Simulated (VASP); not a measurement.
Wanted: the native input for a VASP 6.6.1 run.

- Task: single point
- Functional: PBE
- Potentials or basis: VASP PAW PBE potentials, release 64 (Re)
- Cutoff: 520 eV
- k mesh: 6 × 6 × 1
- Occupations: gaussian, width 0.1 eV
- Spin: no spin polarisation
- Dipole correction: yes
- Further INCAR settings: ALGO = Normal; EDIFF = 1e-07; NBANDS = 14

The structure of Re lies in POSCAR:

```
Re
1.0
    4.0590962904      0.0000003825      0.0000000000
   -2.0295484764      3.5152803127      0.0000000000
    0.0000000000      0.0000000000     23.8000000000
Re
2
Direct
    0.3333333333      0.6666666667      0.2941176471
    0.6666666667      0.3333333333      0.2941176471
```

These files were run (other wordings do the same):

INCAR

```
  PREC = Accurate
  ENCUT = 520
  EDIFF = 1E-7
  ISMEAR = 0
  SIGMA = 0.1
  LREAL = F
  LASPH = T
  NELM = 80
  ALGO = Normal
  ISIF = 2
  LWAVE = F
  LCHARG = T
  LDIPOL = T
  IDIPOL = 3
  DIPOL = 0.5 0.5 0.294
  GGA = PE
  LELF = T
  LVHAR = T
  LVACPOTAV = T
  NBANDS = 14
```

KPOINTS

```
Automatic mesh
0
Gamma
  6 6 1
```

Potentials or basis: VASP PAW PBE potentials, release 64 (Re).

The run is started by

```sh
$ cat potpaw_PBE.64/Re/POTCAR > POTCAR
$ mpirun -np 1 vasp_std > vasp.out
```

Results of the run:

The band gap on the k mesh is zero (band 7 reaches -4.07 eV, above the bottom of band 8 at -5.11 eV), the work function of the upper face is 5.34 eV and the work function of the lower face is 5.34 eV.

Caveat: spin-orbit coupling is left out, which moves the levels of the heavy elements.

It took 89 s on 1 thread of Intel(R) Xeon(R) Platinum 8259CL CPU @ 2.50GHz (Skylake/Cascade Lake), with other jobs on the host, peak memory 0.41 GiB.
